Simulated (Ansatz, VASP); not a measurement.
**Ti3Ag in VASP and in Ansatz**

Contents of INCAR:

```
  ALGO = Normal
  EDIFF = 1E-8
  ENCUT = 520
  GGA = CA
  ISIF = 2
  ISMEAR = -1
  LASPH = True
  LCHARG = False
  LEFG = True
  LREAL = False
  LWAVE = False
  NBANDS = 32
  NELM = 60
  PREC = Accurate
  SIGMA = 0.08
```

File KPOINTS:

```
k-points
0
Gamma
  9 9 9
```

File POSCAR:

```
Ti3Ag
1.0
    4.1304119821      0.0000000000      0.0000000000
    0.0000000000      4.1304119821      0.0000000000
    0.0000000000      0.0000000000      3.8966150774
Ti Ag
3 1
Direct
    0.0000000000      0.5000000000      0.5000000000
    0.5000000000      0.0000000000      0.5000000000
    0.5000000000      0.5000000000      0.0000000000
    0.0000000000      0.0000000000      0.0000000000
```

Input for Ansatz:

```yaml
crystal:
  lattice:
    - [4.1304119821, 0.0, 0.0]
    - [0.0, 4.1304119821, 0.0]
    - [0.0, 0.0, 3.8966150774]
  atoms:
    - { symbol: Ti, position: [0.0, 0.5, 0.5] }
    - { symbol: Ti, position: [0.5, 0.0, 0.5] }
    - { symbol: Ti, position: [0.5, 0.5, 0.0] }
    - { symbol: Ag, position: [0.0, 0.0, 0.0] }
kpoints:
  mp_grid: { grid: [9, 9, 9] }
scf:
  occupations: { method: fermi_dirac, width: 0.08 }
hamiltonian:
  xc: lda
  pseudopotentials: { kind: paw }
output:
  forces: true
  stress: true
  eigenvalues: true
  efg: { contact_densities: true }
  write_density: true
  write_potential: true
  elf: true
  volumetric_format: npy
```

Change from the starting cell: volume scaled by 0.96, PAW files.

Alike in both runs: task electric field gradients; functional LDA; k mesh 9 × 9 × 9; occupations fermi-dirac, width 0.08 eV; no spin polarisation.

|  | VASP | Ansatz |
| --- | --- | --- |
| version | VASP 6.6.1 | Ansatz 0.2.0 |
| potentials or method | VASP PAW LDA potentials, release 64 (Ti_sv, Ag) | PAW with Ansatz's default frozen-core files, scalar-relativistic |
| plane-wave cutoff (eV) | 520 | 420 |
| valence electrons in the cell | 47 | 55 |

|  | VASP | Ansatz | Ansatz less VASP |
| --- | --- | --- | --- |
| pressure (GPa) | -5.6 | -5.7 | -0.08 |
| traceless stress, the component that is largest in VASP (GPa) | 1.46 | 1.46 | +0.004 |
| size of Vzz on the site where it differs most (V/Å²) | 2.6 | 4.6 | +2.02 |

LDA's correlation is that of Perdew and Zunger in VASP and of Perdew and Wang (1992) in Ansatz. VASP's potentials hold 47 valence electrons a cell and Ansatz's 55, so a difference there can come from the potentials and not from the codes.
